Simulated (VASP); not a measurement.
Runs of VASP 6.6.1 on GaN. The cell holds an amorphous packing of atoms, 14 atoms: a = 5.476 Å, b = 5.747 Å, c = 5.589 Å, α = 90.20°, β = 95.41°, γ = 92.01°. 

| potentials or basis | cutoff (eV) | smearing | second run | gap on the mesh (eV) | pressure (GPa) | largest force (eV/Å) |
| --- | --- | --- | --- | --- | --- | --- |
| VASP PAW PBE potentials, release 64 (Ga_d, N_h) | 910 | fermi-dirac 0.1379 eV | hard_potentials | 0.91 | 8.3 | (c) |
| VASP PAW PBE potentials, release 64 (Ga_d, N) | 520 | fermi-dirac 0.1379 eV | - | 0.91 | 8.9 | (b) |
| VASP PAW PBE potentials, release 64 (Ga_d, N) | 520 | fermi-dirac 0.05 eV | - | 1.33 | 6.7 | 2.24 |
| VASP PAW PBE potentials, release 64 (Ga_d, N_h) | 910 | fermi-dirac 0.05 eV | hard_potentials | 1.33 | (a) | 2.33 |

Alike in all rows: task single point; level PBE; no spin polarisation; cell as given; k mesh 1 × 1 × 1, shifted.

Task: Estimate the missing entries.

Result: (a) 6.3; (b) 7.17; (c) 5.65.

Caveats: all runs use coarse meshes; the cutoff is under 1.25 times the usual one of these potentials, so pressure, stress and relaxed cells hold a basis-set (Pulay) error (some runs); the standard files for N, O and F lose accuracy on very short bonds (some runs).

A k mesh can miss the band edges, and the runs leave out spin-orbit coupling on Ga.
